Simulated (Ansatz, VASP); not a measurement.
## Two plane-wave programs on Ga

```xyz
4
Lattice="2.9449 0.0000 0.0000 -1.4724 2.5503 0.0000 0.0000 0.0000 9.1550" Properties=species:S:1:pos:R:3 pbc="T T T"
Ga    0.0000    0.0000    9.1550
Ga    0.0000    0.0000    4.5775
Ga    0.0000    1.7002    2.2888
Ga    1.4724    0.8501    6.8663
```

Alike in both runs: task single point; functional r2SCAN; k mesh 14 × 14 × 4; occupations fermi-dirac, width 0.1 eV; no spin polarisation.

|  | VASP | Ansatz |
| --- | --- | --- |
| version | VASP 6.6.1 | Ansatz 0.2.0 |
| potentials or method | VASP PAW PBE potentials, release 64 (Ga_d), cutoff 520 eV | plane waves (500 eV) with PAW, scalar-relativistic |
| valence electrons in the cell | 52 | 52 |

|  | VASP | Ansatz | Ansatz less VASP |
| --- | --- | --- | --- |
| pressure (GPa) | 2.8 | 2.8 | -0.05 |

VASP's potentials were made for PBE, not for r2SCAN.
